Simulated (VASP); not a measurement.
# SiC (Cmc2_1) in VASP: further runs

The runs below take SiC through single point, with PBE.

Program: VASP 6.6.1. These are calculated values, not measurements. Logs are shortened: lines on timing, memory, paths and dates and some standing lists are left out, and cuts for length are marked.

### 1 The cell of the first run

The typed cell holds 12 atoms: a = 3.080 Å, b = 3.080 Å, c = 15.424 Å, α = 90.00°, β = 90.00°, γ = 120.04°.

### 2 Single point, PBE (z stretched by +2 %, then relaxed in part)

INCAR

```
SYSTEM = SiC
ALGO = Normal ; EDIFF = 1E-7
ENCUT = 520 ; GGA = PE
ISIF = 2 ; ISMEAR = -1
LASPH = .True. ; LCHARG = .False.
LREAL = .False. ; LWAVE = .False.
NBANDS = 36 ; NELM = 100
PREC = Accurate ; SIGMA = 0.02
```

KPOINTS

```
k-points
0
Gamma
  16 16 3
  0 0 0
```

POSCAR

```
SiC
1.0
    1.5389000000     -2.6675000000      0.0000000000
    1.5389000000      2.6675000000      0.0000000000
    0.0000000000      0.0000000000     15.4243380000
Si C
6 6
Direct
    0.1666599057      0.8333400943      0.8580211072
    0.8333400943      0.1666599057      0.3580211072
    0.5001179118      0.4998820882      0.5247526188
    0.4998820882      0.5001179118      0.0247526188
    0.8334370200      0.1665629800      0.6915271315
    0.1665629800      0.8334370200      0.1915271315
    0.5001725263      0.4998274737      0.6495139347
    0.4998274737      0.5001725263      0.1495139347
    0.1666150718      0.8333849282      0.9824069397
    0.8333849282      0.1666150718      0.4824069397
    0.8333934258      0.1666065742      0.8159182680
    0.1666065742      0.8333934258      0.3159182680
```

Potentials or basis: VASP PAW PBE potentials, release 64 (Si, C).

On the command line:

```bash
$ cat potpaw_PBE.64/Si/POTCAR potpaw_PBE.64/C/POTCAR > POTCAR
$ mpirun -np 1 vasp_std > vasp.out
```

OUTCAR:

```text
SYSTEM = SiC
   EDIFF = 1E-7
   ENCUT = 520
   GGA = PE
   ISIF = 2
   ISMEAR = -1
   LASPH = .True.
   LREAL = .False.
   NELM = 100
   PREC = Accurate

 ion  position               nearest neighbor table
   1  0.167  0.833  0.858-  11 1.89  11 1.89  11 1.89   9 1.92   5 3.12   5 3.12   5 3.12   4 3.13
                             4 3.13   4 3.13
   2  0.833  0.167  0.358-  12 1.89  12 1.89  12 1.89  10 1.92   6 3.12   6 3.12   6 3.12   3 3.13
                             3 3.13   3 3.13
   3  0.500  0.500  0.525-  10 1.89  10 1.89  10 1.89   7 1.92   2 3.13   2 3.13   2 3.13   5 3.13
                             5 3.13   5 3.13
   4  0.500  0.500  0.025-   9 1.89   9 1.89   9 1.89   8 1.92   1 3.13   1 3.13   1 3.13   6 3.13
                             6 3.13   6 3.13
   5  0.833  0.167  0.692-   7 1.89   7 1.89   7 1.89  11 1.92   1 3.12   1 3.12   1 3.12   3 3.13
                             3 3.13   3 3.13
   6  0.167  0.833  0.192-   8 1.89   8 1.89   8 1.89  12 1.92   2 3.12   2 3.12   2 3.12   4 3.13
                             4 3.13   4 3.13
   7  0.500  0.500  0.650-   5 1.89   5 1.89   5 1.89   3 1.92
   8  0.500  0.500  0.150-   6 1.89   6 1.89   6 1.89   4 1.92
   9  0.167  0.833  0.982-   4 1.89   4 1.89   4 1.89   1 1.92
  10  0.833  0.167  0.482-   3 1.89   3 1.89   3 1.89   2 1.92
  11  0.833  0.167  0.816-   1 1.89   1 1.89   1 1.89   5 1.92
  12  0.167  0.833  0.316-   2 1.89   2 1.89   2 1.89   6 1.92

  LATTYP: Found a base centered orthorhombic cell.
 ALAT       =     3.0778000000
 B/A-ratio  =     1.7333809864
 C/A-ratio  =     5.0114815778

  Lattice vectors:

 A1 = (   1.5389000000,  -2.6675000000,   0.0000000000)
 A2 = (   1.5389000000,   2.6675000000,   0.0000000000)
 A3 = (   0.0000000000,   0.0000000000,  15.4243380000)

Analysis of symmetry for initial positions (statically):
=====================================================================
 Subroutine PRICEL returns:
 Original cell was already a primitive cell.

 Routine SETGRP: Setting up the symmetry group for a
 base centered orthorhombic supercell.

 Subroutine GETGRP returns: Found  4 space group operations
 (whereof  2 operations were pure point group operations)
 out of a pool of  8 trial point group operations.

The static configuration has the point symmetry C_1h.
 The point group associated with its full space group is C_2v.

Analysis of symmetry for dynamics (positions and initial velocities):
=====================================================================
 Subroutine PRICEL returns:
 Original cell was already a primitive cell.

 Routine SETGRP: Setting up the symmetry group for a
 base centered orthorhombic supercell.

 Subroutine GETGRP returns: Found  4 space group operations
 (whereof  2 operations were pure point group operations)
 out of a pool of  8 trial point group operations.

The dynamic configuration has the point symmetry C_1h.
 The point group associated with its full space group is C_2v.

 Subroutine INISYM returns: Found  4 space group operations
 (whereof  2 operations are pure point group operations),
 and found     1 'primitive' translations

----------------------------------------------------------------------------------------

                                     Primitive cell

  volume of cell :     126.6343

  direct lattice vectors                    reciprocal lattice vectors
     1.538900000 -2.667500000  0.000000000     0.324907401 -0.187441425  0.000000000
     1.538900000  2.667500000  0.000000000     0.324907401  0.187441425  0.000000000
     0.000000000  0.000000000 15.424338000     0.000000000  0.000000000  0.064832604

  length of vectors
     3.079572935  3.079572935 15.424338000     0.375098796  0.375098796  0.064832604

  position of ions in fractional coordinates (direct lattice)
     0.166659906  0.833340094  0.858021107
     0.833340094  0.166659906  0.358021107
     0.500117912  0.499882088  0.524752619
     0.499882088  0.500117912  0.024752619
     0.833437020  0.166562980  0.691527132
     0.166562980  0.833437020  0.191527132
     0.500172526  0.499827474  0.649513935
     0.499827474  0.500172526  0.149513935
     0.166615072  0.833384928  0.982406940
     0.833384928  0.166615072  0.482406940
     0.833393426  0.166606574  0.815918268
     0.166606574  0.833393426  0.315918268

  ion indices of the primitive-cell ions
   primitive index   ion index
                 1           1
                 2           2
                 3           3
                 4           4
                 5           5
                 6           6
                 7           7
                 8           8
                 9           9
                10          10
                11          11
                12          12

----------------------------------------------------------------------------------------

 KPOINTS: k-points

Automatic generation of k-mesh.
 Grid dimensions read from file:
[... 74 lines left out ...]
   LORBIT       =      0    0 simple, 1 ext, 2 COOP (PROOUT), +10 PAW based schemes
   GGA     = PE    functional components
   LHFCALC =     F    Hartree Fock is set to
   AEXX    =    0.0000 exact exchange contribution
   IVDW    =     0    specifies the selected vdW correction
   LEPSILON=     F    determine dielectric tensor
   LRPA    =     F    only Hartree local field effects (RPA)
 non-spin polarized calculation
  energy-cutoff  :      520.00
  volume of cell :      126.63
 maximum number of plane-waves:      3432
   NGX = 11   NGY = 11   NGZ = 57

 number of electron      47.9999998 magnetization

 Free energy of the ion-electron system (eV)
  ---------------------------------------------------
  ext. energy  EPLUGINS =         0.00000000
  ---------------------------------------------------
  free energy    TOTEN  =       -90.31716525 eV

  energy without entropy =      -90.31716525  energy(sigma->0) =      -90.31716525

 E-fermi :   8.4000     XC(G=0): -11.2690

 val. band max:        7.9957931135   @ k =   0.0000   0.0000   0.0000
 cond. band min:       9.9313782901   @ k =   0.5000   0.0000   0.0000
 fundamental gap:      1.9355851766
 Fermi energy:         8.3999999777

 k-point     1 :       0.0000    0.0000    0.0000
  band No.  band energies     occupation
      1      -7.3695      2.00000
      2      -6.8703      2.00000
      3      -6.8413      2.00000
      4      -5.4223      2.00000
      5      -5.3967      2.00000
      6      -4.0243      2.00000
[... 28 lines left out ...]
     35      15.1341      0.00000
     36      15.4262      0.00000

 k-point     2 :       0.0625    0.0000    0.0000
  band No.  band energies     occupation
      1      -7.3015      2.00000
      2      -6.8033      2.00000
      3      -6.7741      2.00000
      4      -5.3584      2.00000
      5      -5.3327      2.00000
      6      -3.9660      2.00000
[... 28 lines left out ...]
     35      15.2278      0.00000
     36      15.3125      0.00000

 k-point     3 :       0.1250    0.0000    0.0000
  band No.  band energies     occupation
      1      -7.0986      2.00000
      2      -6.6033      2.00000
      3      -6.5735      2.00000
      4      -5.1682      2.00000
      5      -5.1422      2.00000
      6      -3.7937      2.00000
[... 28 lines left out ...]
     35      15.3779      0.00000
     36      15.5632      0.00000
[... 742 lines left out ...]
 k-point    23 :      -0.1250    0.0625    0.0000
  band No.  band energies     occupation
      1      -7.1662      2.00000
      2      -6.6700      2.00000
      3      -6.6404      2.00000
      4      -5.2315      2.00000
      5      -5.2056      2.00000
      6      -3.8508      2.00000
[... 28 lines left out ...]
     35      15.3345      0.00000
     36      15.5136      0.00000

 k-point    24 :      -0.0625    0.0625    0.0000
  band No.  band energies     occupation
      1      -7.3016      2.00000
      2      -6.8034      2.00000
      3      -6.7742      2.00000
      4      -5.3585      2.00000
      5      -5.3328      2.00000
      6      -3.9661      2.00000
[... 28 lines left out ...]
     35      15.2332      0.00000
     36      15.3058      0.00000

 [... further k-points ...]

------------------------ aborting loop because EDIFF is reached ----------------------------------------

  FORCE on cell =-STRESS in cart. coord.  units (eV):
  Direction    XX          YY          ZZ          XY          YZ          ZX
  --------------------------------------------------------------------------------------
  -------------------------------------------------------------------------------------
  Total        1.9115028      1.6778755     -6.1009797      0.0000000      0.0000000      0.0000000
  in kB       24.1843362     21.2284824    -77.1896024      0.0000000      0.0000000      0.0000000
  external PRESSURE =     -10.5922612 kB  Pullay stress =       0.0000000 kB

 VOLUME and BASIS-vectors are now :
 -----------------------------------------------------------------------------
  energy-cutoff  :      520.00
  volume of cell :      126.63
      direct lattice vectors                 reciprocal lattice vectors
     1.538900000 -2.667500000  0.000000000     0.324907401 -0.187441425  0.000000000
     1.538900000  2.667500000  0.000000000     0.324907401  0.187441425  0.000000000
     0.000000000  0.000000000 15.424338000     0.000000000  0.000000000  0.064832604

 POSITION                                       TOTAL-FORCE (eV/Angst)
 -----------------------------------------------------------------------------------
      1.53890      1.77837     13.23441         0.000000     -0.000007      0.000849
      1.53890     -1.77837      5.52224         0.000000      0.000007      0.000849
      1.53890     -0.00063      8.09396         0.000000     -0.000009     -0.001936
      1.53890      0.00063      0.38179         0.000000      0.000009     -0.001936
      1.53890     -1.77889     10.66635         0.000000      0.000002      0.001029
      1.53890      1.77889      2.95418         0.000000     -0.000002      0.001029
      1.53890     -0.00092     10.01832         0.000000     -0.000031     -0.000413
      1.53890      0.00092      2.30615         0.000000      0.000031     -0.000413
      1.53890      1.77861     15.15298         0.000000      0.000000      0.001017
      1.53890     -1.77861      7.44081         0.000000     -0.000000      0.001017
      1.53890     -1.77865     12.58500         0.000000      0.000009     -0.000546
      1.53890      1.77865      4.87283         0.000000     -0.000009     -0.000546
 -----------------------------------------------------------------------------------
    total drift:                               -0.000000      0.000000     -0.001509

  FREE ENERGIE OF THE ION-ELECTRON SYSTEM (eV)
  ---------------------------------------------------
  free  energy   TOTEN  =       -90.3171652495 eV

  energy  without entropy=      -90.3171652495  energy(sigma->0) =      -90.31716525
```

Run time: 4.9 min. Hardware: 1 thread of Intel Xeon 6975P-C (Granite Rapids), shared host; peak memory 0.56 GiB.

Results:

```
Free energy            : -90.3172 eV
Pressure               : -1.1 GPa
Band gap on the k mesh : 1.94 eV (least direct gap 3.09 eV)
```

Stress tensor (GPa, compression positive):
```
 2.42  0.00  0.00
 0.00  2.12  0.00
 0.00  0.00 -7.72
```

Caveat: the cell differs from its parent crystal (z stretched by +2 %, then relaxed in part); an odd mesh through Γ misses points on the zone boundary, where band edges can lie.

### 3 Single point, PBE (10.97 Å³/atom)

This run uses another cell than the first one, of 10.97 Å³/atom.

INCAR

```
SYSTEM = SiC
  PREC = Accurate
  ENCUT = 520
  EDIFF = 1E-6
  ISMEAR = -1
  SIGMA = 0.02
  LREAL = .False.
  LASPH = .True.
  NELM = 80
  ALGO = Normal
  ISIF = 2
  LWAVE = .False.
  LCHARG = .False.
  GGA = PE
  NBANDS = 36
```

KPOINTS

```
Automatic mesh
0
Gamma
  16 16 3
  0 0 0
```

POSCAR

```
SiC
1.0
    1.5690821724     -2.7198172038      0.0000000000
    1.5690821724      2.7198172038      0.0000000000
    0.0000000000      0.0000000000     15.4184831394
Si C
6 6
Direct
    0.1666621203      0.8333378797      0.8577216708
    0.8333378797      0.1666621203      0.3577216708
    0.5001149745      0.4998850255      0.5245068537
    0.4998850255      0.5001149745      0.0245068537
    0.8334421551      0.1665578449      0.6912250794
    0.1665578449      0.8334421551      0.1912250794
    0.5001801525      0.4998198475      0.6498133106
    0.4998198475      0.5001801525      0.1498133106
    0.1666200557      0.8333799443      0.9826819003
    0.8333799443      0.1666200557      0.4826819003
    0.8333970490      0.1666029510      0.8161911851
    0.1666029510      0.8333970490      0.3161911851
```

Potentials or basis: VASP PAW PBE potentials, release 64 (Si, C).

On the command line:

```bash
$ cat potpaw_PBE.64/Si/POTCAR potpaw_PBE.64/C/POTCAR > POTCAR
$ mpirun -np 1 vasp_std > vasp.out
```

Wall time 4.4 min (1 thread of Intel Xeon 6975P-C (Granite Rapids), shared host); peak memory 0.58 GiB.

It converged, with:

```yaml
Free_energy: -90.2189 eV
Pressure: -8.6 GPa
Largest_force: 0.019 eV/Å
Band_gap_on_the_k_mesh: 2.02 eV (least direct gap 3.12 eV)
```

Forces in eV/Å, atoms in the order of the input:
```
Si   0.000 -0.001  0.000
Si   0.000  0.001  0.000
Si   0.000  0.001 -0.019
Si   0.000 -0.001 -0.019
Si   0.000 -0.001  0.003
Si   0.000  0.001  0.003
C    0.000  0.001  0.011
C    0.000 -0.001  0.011
C    0.000  0.001  0.002
C    0.000 -0.001  0.002
C    0.000  0.001  0.002
C    0.000 -0.001  0.002
```

Stress tensor (GPa, compression positive):
```
-8.31  0.00  0.00
 0.00 -8.58  0.00
 0.00  0.00 -8.77
```

Levels at points of the mesh, in eV from the valence-band top:
```csv
k point,band 22,band 23,band 24,band 25,band 26,band 27
"(0.00, 0.00, 0.00)",-0.05,-0.01,0.00,4.69,4.86,5.24
"(0.50, 0.00, 0.00)",-1.74,-1.62,-1.09,2.03,2.19,3.11
"(0.50, 0.50, 0.00)",-1.73,-1.62,-1.08,2.04,2.20,3.12
```

Caveat: the cell stands under tension; an odd mesh through Γ misses points on the zone boundary, where band edges can lie.

### 4 Single point, PBE (z stretched by +3 %, then relaxed in part)

INCAR

```
SYSTEM = SiC
ALGO     = Normal         ! electronic algorithm
EDIFF    = 1E-7           ! SCF threshold, eV
ENCUT    = 520            ! plane-wave cutoff, eV
GGA      = PE             ! functional
ISIF     = 2              ! what is computed and relaxed
ISMEAR   = -1             ! smearing method
LASPH    = .TRUE.         ! aspherical terms in the spheres
LCHARG   = .FALSE.        ! write CHGCAR
LREAL    = .FALSE.        ! projectors in reciprocal space
LWAVE    = .FALSE.        ! write WAVECAR
NBANDS   = 36             ! bands
NELM     = 100            ! most SCF steps
PREC     = Accurate       ! precision mode
SIGMA    = 0.02           ! smearing width, eV
```

KPOINTS

```
k-points
0
G
  16 16 3
  0 0 0
```

POSCAR

```
SiC
1.0
    1.5389000000     -2.6675000000      0.0000000000
    1.5389000000      2.6675000000      0.0000000000
    0.0000000000      0.0000000000     15.5755570000
Si C
6 6
Direct
    0.1666599009      0.8333400991      0.8581268694
    0.8333400991      0.1666599009      0.3581268694
    0.5001133947      0.4998866053      0.5248364984
    0.4998866053      0.5001133947      0.0248364984
    0.8334322390      0.1665677610      0.6916318856
    0.1665677610      0.8334322390      0.1916318856
    0.5001663319      0.4998336681      0.6494078460
    0.4998336681      0.5001663319      0.1494078460
    0.1666183028      0.8333816972      0.9823134793
    0.8333816972      0.1666183028      0.4823134793
    0.8333921683      0.1666078317      0.8158234211
    0.1666078317      0.8333921683      0.3158234211
```

On the command line:

```bash
$ cat potpaw_PBE.64/Si/POTCAR potpaw_PBE.64/C/POTCAR > POTCAR
$ mpirun -np 1 vasp_std > vasp.out
```

Run time: 6.2 min. Hardware: 1 thread of AMD EPYC 9R45 (Zen 5), shared host; peak memory 0.54 GiB.

The run converged. Its results:

* Free energy: -90.2386 eV
* Pressure: -3.0 GPa
* Band gap on the k mesh: 1.89 eV (least direct gap 3.07 eV)

Forces in eV/Å, atoms in the order of the input:
```
Si   0.000  0.000  0.001
Si   0.000  0.000  0.001
Si   0.000  0.000 -0.002
Si   0.000  0.000 -0.002
Si   0.000  0.000  0.001
Si   0.000  0.000  0.001
C    0.000  0.000 -0.001
C    0.000  0.000 -0.001
C    0.000  0.000  0.001
C    0.000  0.000  0.001
C    0.000  0.000 -0.001
C    0.000  0.000 -0.001
```

Stress tensor (GPa, compression positive):
```
  1.99   0.00   0.00
  0.00   1.70   0.00
  0.00   0.00 -12.60
```

Levels at points of the mesh, in eV from the valence-band top:
```csv
k point,band 22,band 23,band 24,band 25,band 26,band 27
"(0.00, 0.00, 0.00)",-0.27,-0.01,0.00,5.29,5.36,5.53
"(0.50, 0.00, 0.00)",-1.81,-1.79,-1.19,1.89,2.20,3.20
"(0.50, 0.50, 0.00)",-1.80,-1.78,-1.18,1.90,2.20,3.22
```

Caveat: the cell differs from its parent crystal (z stretched by +3 %, then relaxed in part); an odd mesh through Γ misses points on the zone boundary, where band edges can lie.

### 5 Summary

```tsv
cell	gap on the mesh (eV)	pressure (GPa)
a = 3.080, b = 3.080, c = 15.424 Å, angles 90.0, 90.0, 120.0°, 12 atoms	1.94	-1.1
a = 3.140, b = 3.140, c = 15.418 Å, angles 90.0, 90.0, 120.0°, 12 atoms	2.02	-8.6
a = 3.080, b = 3.080, c = 15.576 Å, angles 90.0, 90.0, 120.0°, 12 atoms	1.89	-3.0
```

Alike in all rows: task single point; level PBE; potentials or basis VASP PAW PBE potentials, release 64 (Si, C); no spin polarisation; k mesh 16 × 16 × 3; cutoff (eV) 520; smearing fermi-dirac 0.02 eV.

Caveats: an odd mesh through Γ misses points on the zone boundary, where band edges can lie; the cell stands under tension (at least some runs).

Total energies depend on the potentials used, so only differences within one code and one set of settings carry meaning.
